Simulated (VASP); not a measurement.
Set up this calculation in VASP 6.6.1, as the native input.

```yaml
Task: single point
Functional: r2SCAN
Potentials_or_basis: VASP PAW PBE potentials, release 64 (Hf_pv, N)
Cutoff: 520 eV
k_mesh: 9 × 9 × 9
Occupations: fermi-dirac, width 0.05 eV
Spin: no spin polarisation
Dipole_correction: no
Further_INCAR_settings: ALGO = Normal; EDIFF = 1e-06; NBANDS = 14
```

The system is HfN.

```
Hf N
1.0
     0.00000    2.50297    2.50297
     2.50297    0.00000    2.50297
     2.50297    2.50297    0.00000
Hf N
1 1
Direct
  0.00000 0.00000 0.00000
  0.25000 0.25000 0.25000
```

One way to write it, as run:

POSCAR

```
HfN
1.0
    0.0000000000      2.5029679880      2.5029679880
    2.5029679880      0.0000000000      2.5029679880
    2.5029679880      2.5029679880      0.0000000000
Hf N
1 1
Direct
    0.0000000000      0.0000000000      0.0000000000
    0.2500000000      0.2500000000      0.2500000000
```

INCAR.step1

```
SYSTEM = HfN
PREC = Accurate ; ENCUT = 520
ISMEAR = -1 ; SIGMA = 0.05
LREAL = .False. ; LASPH = .True.
NELM = 80 ; NBANDS = 14
GGA = PE ; ALGO = Normal
EDIFF = 1E-4 ; LWAVE = .True.
LCHARG = .False.
```

INCAR.step2

```
SYSTEM = HfN
PREC = Accurate ; ENCUT = 520
EDIFF = 1E-6 ; ISMEAR = -1
SIGMA = 0.05 ; LREAL = .False.
LASPH = .True. ; NELM = 80
ALGO = Normal ; ISIF = 2
LWAVE = .False. ; LCHARG = .False.
METAGGA = R2SCAN ; LMIXTAU = .True.
NBANDS = 14 ; ISTART = 1
```

KPOINTS

```
regular mesh
0
Gamma
  9 9 9
  0 0 0
```

Potentials or basis: VASP PAW PBE potentials, release 64 (Hf_pv, N).

The run is started by

```console
$ cat potpaw_PBE.64/Hf_pv/POTCAR potpaw_PBE.64/N/POTCAR > POTCAR
$ cp INCAR.step1 INCAR
$ mpirun -np 1 vasp_std > vasp.out
$ cp INCAR.step2 INCAR
$ mpirun -np 1 vasp_std > vasp.out
```

It gave:

```json
{
 "Pressure": "-13.6 GPa"
}
```

Caveat: the PAW data sets were made with another functional, which shifts forces and pressure a little.

Run time: 45 s on 1 thread of Intel(R) Xeon(R) Platinum 8124M CPU @ 3.00GHz (Skylake/Cascade Lake), on a shared host, peak memory 0.17 GiB.
